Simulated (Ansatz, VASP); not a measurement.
**Ti in VASP and in Ansatz**

```
Ti
1.0
     0.00000    2.06981    2.06981
     2.06981    0.00000    2.06981
     2.06981    2.06981    0.00000
Ti
1
Direct
  0.00000 0.00000 0.00000
```

Change from the starting cell: volume scaled by 1.06.

Alike in both runs: task single point; functional PBE; k mesh 15 × 15 × 15; occupations fermi-dirac, width 0.05 eV; no spin polarisation.

|  | VASP | Ansatz |
| --- | --- | --- |
| version | VASP 6.6.1 | Ansatz 0.2.0 |
| potentials or method | VASP PAW PBE potentials, release 64 (Ti_sv), cutoff 500 eV | all-electron LAPW, scalar-relativistic |

Ansatz gave:

- pressure (GPa): -2.0

Question: What did VASP give for the same quantities?

Answer: Pressure (GPa): -2.3.

Ansatz ran all-electron here, and VASP with PAW potentials.
